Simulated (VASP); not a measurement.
# AlNi (rocksalt type) (Fm-3m) in VASP: notebook

The runs below take AlNi (rocksalt type) through single point, with PBE.

Everything below comes from runs of VASP 6.6.1. Logs are shortened: lines on timing, memory, paths and dates and some standing lists are left out, and cuts for length are marked.

### 1 The cell of the first run

The structure is cubic, space group Fm-3m (No. 225). The conventional cell has a = 3.981 Å, b = 3.981 Å, c = 3.981 Å, α = 90.00°, β = 90.00°, γ = 90.00°. Within 2.6 Å of Ni (site symmetry m-3m) lie 6 Al at 1.99 Å. Al (site symmetry m-3m) has 6 Ni at 1.99 Å within 2.6 Å.

### 2 Single point, PBE (volume scaled by 0.55, level accurate)

INCAR

```
PREC = Accurate ; ENCUT = 520
EDIFF = 1E-6 ; ISMEAR = -1
SIGMA = 0.1 ; LREAL = F
LASPH = T ; NELM = 100
ALGO = Normal ; ISIF = 2
LWAVE = F ; LCHARG = F
GGA = PE ; NBANDS = 14
```

KPOINTS

```
Automatic mesh
0
Gamma
  15 15 15
```

POSCAR

```
AlNi
1.0
    0.0000000000      1.9904868674      1.9904868674
    1.9904868674      0.0000000000      1.9904868674
    1.9904868674      1.9904868674      0.0000000000
Ni Al
1 1
Direct
    0.0000000000      0.0000000000      0.0000000000
    0.5000000000      0.5000000000      0.5000000000
```

Potentials or basis: VASP PAW PBE potentials, release 64 (Ni, Al).

On the command line:

```bash
> cat potpaw_PBE.64/Ni/POTCAR potpaw_PBE.64/Al/POTCAR > POTCAR
> mpirun -np 1 vasp_std > vasp.out
```

OUTCAR:

```text
PREC = Accurate
   ENCUT = 520
   EDIFF = 1E-6
   ISMEAR = -1
   LREAL = F
   LASPH = T
   NELM = 100
   ISIF = 2
   GGA = PE

 ion  position               nearest neighbor table
   1  0.000  0.000  0.000-   2 1.99   2 1.99   2 1.99   2 1.99   2 1.99   2 1.99
   2  0.500  0.500  0.500-   1 1.99   1 1.99   1 1.99   1 1.99   1 1.99   1 1.99

  LATTYP: Found a face centered cubic cell.
 ALAT       =     3.9809737348

  Lattice vectors:

 A1 = (   0.0000000000,   1.9904868674,   1.9904868674)
 A2 = (   1.9904868674,   0.0000000000,   1.9904868674)
 A3 = (   1.9904868674,   1.9904868674,   0.0000000000)

Analysis of symmetry for initial positions (statically):
=====================================================================
 Subroutine PRICEL returns:
 Original cell was already a primitive cell.

 Routine SETGRP: Setting up the symmetry group for a
 face centered cubic supercell.

 Subroutine GETGRP returns: Found 48 space group operations
 (whereof 48 operations were pure point group operations)
 out of a pool of 48 trial point group operations.

The static configuration has the point symmetry O_h .

Analysis of symmetry for dynamics (positions and initial velocities):
=====================================================================
 Subroutine PRICEL returns:
 Original cell was already a primitive cell.

 Routine SETGRP: Setting up the symmetry group for a
 face centered cubic supercell.

 Subroutine GETGRP returns: Found 48 space group operations
 (whereof 48 operations were pure point group operations)
 out of a pool of 48 trial point group operations.

The dynamic configuration has the point symmetry O_h .

 Subroutine INISYM returns: Found 48 space group operations
 (whereof 48 operations are pure point group operations),
 and found     1 'primitive' translations

----------------------------------------------------------------------------------------

                                     Primitive cell

  volume of cell :      15.7728

  direct lattice vectors                    reciprocal lattice vectors
     0.000000000  1.990486867  1.990486867    -0.251194825  0.251194825  0.251194825
     1.990486867  0.000000000  1.990486867     0.251194825 -0.251194825  0.251194825
     1.990486867  1.990486867  0.000000000     0.251194825  0.251194825 -0.251194825

  length of vectors
     2.814973524  2.814973524  2.814973524     0.435082199  0.435082199  0.435082199

  position of ions in fractional coordinates (direct lattice)
     0.000000000  0.000000000  0.000000000
     0.500000000  0.500000000  0.500000000

  ion indices of the primitive-cell ions
   primitive index   ion index
                 1           1
                 2           2

----------------------------------------------------------------------------------------

 KPOINTS: Automatic mesh

Automatic generation of k-mesh.
 Grid dimensions read from file:
 generate k-points for:   15   15   15

 Generating k-lattice:

  Cartesian coordinates                     Fractional coordinates (reciprocal lattice)
    -0.016746322  0.016746322  0.016746322     0.066666667  0.000000000  0.000000000
     0.016746322 -0.016746322  0.016746322     0.000000000  0.066666667  0.000000000
     0.016746322  0.016746322 -0.016746322     0.000000000  0.000000000  0.066666667

  Length of vectors
     0.029005480  0.029005480  0.029005480

  Shift w.r.t. Gamma in fractional coordinates (k-lattice)
     0.000000000  0.000000000  0.000000000

 Subroutine IBZKPT returns following result:
 ===========================================

 Found    120 irreducible k-points:

 Following reciprocal coordinates:
            Coordinates               Weight
  0.000000  0.000000  0.000000      1.000000
  0.066667  0.000000  0.000000      8.000000
  0.133333  0.000000  0.000000      8.000000
  0.200000  0.000000  0.000000      8.000000
  0.266667  0.000000  0.000000      8.000000
  0.333333  0.000000  0.000000      8.000000
[... 16 lines left out ...]
  0.133333  0.133333  0.000000      6.000000
  0.200000  0.133333  0.000000     24.000000
 [... further k-points ...]
   k-points           NKPTS =    120   k-points in BZ     NKDIM =    120   number of bands    NBANDS=     14
   number of dos      NEDOS =    301   number of ions     NIONS =      2
   total plane-waves  NPLWV =  13824
   dimension x,y,z NGX =    24 NGY =   24 NGZ =   24
   dimension x,y,z NGXF=    48 NGYF=   48 NGZF=   48
   ions per type =               1   1
   NGX,Y,Z   is equivalent  to a cutoff of  14.17, 14.17, 14.17 a.u.
   NGXF,Y,Z  is equivalent  to a cutoff of  28.35, 28.35, 28.35 a.u.
 SYSTEM =  unknown system
   PREC   = accura    normal or accurate (medium, high low for compatibility)
   ISTART =      0    job   : 0-new  1-cont  2-samecut
   ICHARG =      2    charge: 1-file 2-atom 10-const
   ISPIN  =      1    spin polarized calculation?
   LNONCOLLINEAR =      F non collinear calculations
   LSORBIT =      F    spin-orbit coupling
   LASPH  =      T    aspherical Exc in radial PAW
   ENCUT  =  520.0 eV  38.22 Ry    6.18 a.u.   5.23  5.23  5.23*2*pi/ulx,y,z
   NELM   =    100;   NELMIN=  2; NELMDL= -5     # of ELM steps
   EDIFF  = 0.1E-05   stopping-criterion for ELM
   LREAL  =      F    real-space projection
[... 7 lines left out ...]
   TEBEG  =    0.0;   TEEND  =   0.0 temperature during run
   PSTRESS=    0.0 pullay stress
   NELECT =      13.0000    total number of electrons
   NUPDOWN=      -1.0000    fix difference up-down
   EMIN   =  10.00;   EMAX   =-10.00  energy-range for DOS
   EFERMI =   0.00;   METHOD = LEGACY
   ISMEAR =    -1;   SIGMA  =   0.10  broadening in eV -4-tet -1-fermi 0-gaus
   EFERMI_NEDOS =   21; number of points for ismear=-14 and -15
   IALGO  =     38    algorithm
   IMIX   =      4    mixing-type and parameters
     AMIX     =   0.40;   BMIX     =  1.00
     AMIX_MAG =   1.60;   BMIX_MAG =  1.00
  volume/ion in A,a.u.               =       7.89        53.22
  Fermi-wavevector in a.u.,A,eV,Ry     =   1.534923  2.900584 32.055177  2.355989
  Thomas-Fermi vector in A             =   2.641783
   LORBIT       =      0    0 simple, 1 ext, 2 COOP (PROOUT), +10 PAW based schemes
   GGA     = PE    functional components
   LHFCALC =     F    Hartree Fock is set to
   AEXX    =    0.0000 exact exchange contribution
   IVDW    =     0    specifies the selected vdW correction
   LEPSILON=     F    determine dielectric tensor
   LRPA    =     F    only Hartree local field effects (RPA)
 non-spin polarized calculation
  energy-cutoff  :      520.00
  volume of cell :       15.77
 maximum number of plane-waves:       440
 NGX is ok and might be reduce to    24
   NGX = 11   NGY = 11   NGZ = 11

 number of electron      13.0000002 magnetization

 Free energy of the ion-electron system (eV)
  ---------------------------------------------------
  ext. energy  EPLUGINS =         0.00000000
  ---------------------------------------------------
  free energy    TOTEN  =        -3.77220738 eV

  energy without entropy =       -3.75788866  energy(sigma->0) =       -3.76504802

 E-fermi :  17.3074     XC(G=0): -14.1437

 val. band max:       17.2727126650   @ k =   0.4000   0.0667   0.0000
 cond. band min:      17.3309127510   @ k =   0.4667   0.4667   0.0000
 fundamental gap:      0.0582000860
 Fermi energy:        17.3073980890

 k-point     1 :       0.0000    0.0000    0.0000
  band No.  band energies     occupation
      1       2.4155      2.00000
      2      12.1123      2.00000
      3      12.1123      2.00000
      4      12.1123      2.00000
      5      12.5281      2.00000
      6      12.5281      2.00000
      7      28.6602      0.00000
      8      28.6602      0.00000
      9      28.6602      0.00000
     10      29.5324      0.00000
     11      30.6648      0.00000
     12      30.6648      0.00000
     13      30.6648      0.00000
     14      37.7057      0.00000

 k-point     2 :       0.0667    0.0000    0.0000
  band No.  band energies     occupation
      1       2.5478      2.00000
      2      12.0449      2.00000
      3      12.1520      2.00000
      4      12.1520      2.00000
      5      12.5229      2.00000
      6      12.5229      2.00000
      7      27.1478      0.00000
      8      28.4015      0.00000
      9      28.4015      0.00000
     10      29.2823      0.00000
     11      31.0416      0.00000
     12      31.0416      0.00000
     13      32.3806      0.00000
     14      36.4317      0.00000

 k-point     3 :       0.1333    0.0000    0.0000
  band No.  band energies     occupation
      1       2.9404      2.00000
      2      11.8541      2.00000
      3      12.2119      2.00000
      4      12.2119      2.00000
      5      12.5663      2.00000
      6      12.5663      2.00000
      7      24.7844      0.00000
      8      27.8877      0.00000
      9      27.8877      0.00000
     10      29.3363      0.00000
     11      31.8449      0.00000
     12      31.8449      0.00000
     13      34.3641      0.00000
     14      34.8316      0.00000

 k-point     4 :       0.2000    0.0000    0.0000
  band No.  band energies     occupation
      1       3.5800      2.00000
      2      11.5655      2.00000
      3      12.1728      2.00000
      4      12.1728      2.00000
      5      12.7736      2.00000
      6      12.7736      2.00000
      7      22.4378      0.00000
      8      27.3203      0.00000
      9      27.3203      0.00000
     10      29.3890      0.00000
     11      32.3282      0.00000
     12      32.3282      0.00000
     13      34.0431      0.00000
     14      34.0431      0.00000

 k-point     5 :       0.2667    0.0000    0.0000
  band No.  band energies     occupation
      1       4.4412      2.00000
      2      11.2008      2.00000
      3      12.0718      2.00000
      4      12.0718      2.00000
      5      13.0945      2.00000
      6      13.0945      2.00000
      7      20.2403      0.00000
      8      26.7333      0.00000
      9      26.7333      0.00000
     10      29.3623      0.00000
     11      31.6354      0.00000
[... 276 lines left out ...]
 k-point    22 :      -0.0667    0.0667    0.0000
  band No.  band energies     occupation
      1       2.7668      2.00000
      2      11.9346      2.00000
      3      12.1939      2.00000
      4      12.2220      2.00000
      5      12.4645      2.00000
      6      12.5864      2.00000
      7      26.2722      0.00000
      8      26.5826      0.00000
      9      29.0764      0.00000
     10      29.4701      0.00000
     11      30.7801      0.00000
     12      32.0264      0.00000
     13      33.7432      0.00000
     14      34.5163      0.00000

 k-point    23 :       0.1333    0.1333    0.0000
  band No.  band energies     occupation
      1       3.1138      2.00000
      2      11.7416      2.00000
      3      12.3026      2.00000
      4      12.3606      2.00000
      5      12.3606      2.00000
      6      12.6506      2.00000
      7      25.8987      0.00000
      8      25.8987      0.00000
      9      27.2784      0.00000
     10      28.4632      0.00000
     11      31.4415      0.00000
     12      33.2792      0.00000
     13      33.2792      0.00000
     14      34.6229      0.00000

 k-point    24 :       0.2000    0.1333    0.0000
  band No.  band energies     occupation
      1       3.5828      2.00000
      2      11.5346      2.00000
      3      12.1486      2.00000
      4      12.4213      2.00000
      5      12.5549      2.00000
      6      12.7950      2.00000
      7      24.0693      0.00000
      8      25.1141      0.00000
      9      27.2830      0.00000
     10      28.8064      0.00000
     11      29.8404      0.00000
     12      33.5350      0.00000
     13      34.0217      0.00000
     14      36.4446      0.00000

 [... further k-points ...]
[... 5 lines left out ...]
  --------------------------------------------------------------------------------------
  -------------------------------------------------------------------------------------
  Total       22.7144386     22.7144386     22.7144386      0.0000000      0.0000000     -0.0000000
  in kB     2307.3030690   2307.3030690   2307.3030690      0.0000000      0.0000000     -0.0000000
  external PRESSURE =    2307.3030690 kB  Pullay stress =       0.0000000 kB

 VOLUME and BASIS-vectors are now :
 -----------------------------------------------------------------------------
  energy-cutoff  :      520.00
  volume of cell :       15.77
      direct lattice vectors                 reciprocal lattice vectors
     0.000000000  1.990486867  1.990486867    -0.251194825  0.251194825  0.251194825
     1.990486867  0.000000000  1.990486867     0.251194825 -0.251194825  0.251194825
     1.990486867  1.990486867  0.000000000     0.251194825  0.251194825 -0.251194825

 POSITION                                       TOTAL-FORCE (eV/Angst)
 -----------------------------------------------------------------------------------
      0.00000      0.00000      0.00000         0.000000      0.000000     -0.000000
      1.99049      1.99049      1.99049         0.000000      0.000000      0.000000
 -----------------------------------------------------------------------------------
    total drift:                                0.000000     -0.000000     -0.000000

  FREE ENERGIE OF THE ION-ELECTRON SYSTEM (eV)
  ---------------------------------------------------
  free  energy   TOTEN  =        -3.7722073817 eV

  energy  without entropy=       -3.7578886571  energy(sigma->0) =       -3.76504802
```

It took 9.6 s on 1 thread of Intel Xeon 6975P-C (Granite Rapids), shared host; peak memory 0.15 GiB.

Results:

* Free energy: -3.7722 eV
* Pressure: 230.7 GPa

 Spin polarisation is off, so any magnetic state and its effect on volume and gap are missing.

### 3 Single point, PBE (volume scaled by 0.72)

INCAR

```
PREC     = Accurate       # precision mode
ENCUT    = 520            # plane-wave cutoff, eV
EDIFF    = 1E-6           # SCF threshold, eV
ISMEAR   = -1             # smearing method
SIGMA    = 0.1            # smearing width, eV
LREAL    = F              # projectors in reciprocal space
LASPH    = T              # aspherical terms in the spheres
NELM     = 80             # most SCF steps
ALGO     = Normal         # electronic algorithm
ISIF     = 2              # what is computed and relaxed
LWAVE    = F              # write WAVECAR
LCHARG   = F              # write CHGCAR
GGA      = PE             # functional
NBANDS   = 14             # bands
```

KPOINTS

```
regular mesh
0
Gamma
  15 15 15
```

POSCAR

```
AlNi
1.0
    0.0000000000      2.1774553196      2.1774553196
    2.1774553196      0.0000000000      2.1774553196
    2.1774553196      2.1774553196      0.0000000000
Ni Al
1 1
Direct
    0.0000000000      0.0000000000      0.0000000000
    0.5000000000      0.5000000000      0.5000000000
```

Potentials or basis: VASP PAW PBE potentials, release 64 (Ni, Al).

On the command line:

```bash
> cat potpaw_PBE.64/Ni/POTCAR potpaw_PBE.64/Al/POTCAR > POTCAR
> mpirun -np 1 vasp_std > vasp.out
```

Run time: 9.9 s. Hardware: 1 thread of Intel Xeon 6975P-C (Granite Rapids), shared host; peak memory 0.16 GiB.

Results (log left out):

| Item | Value |
| --- | --- |
| Free energy | -7.9474 eV |
| Pressure | 72.4 GPa |

Levels at points of the mesh, in eV from the Fermi level:
```csv
k point,band 2,band 3,band 4,band 5,band 6,band 7,band 8,band 9,band 10,band 11
"(0.00, 0.00, 0.00)",-3.40,-3.40,-3.40,-3.20,-3.20,8.94,8.94,8.94,11.99,11.99
```
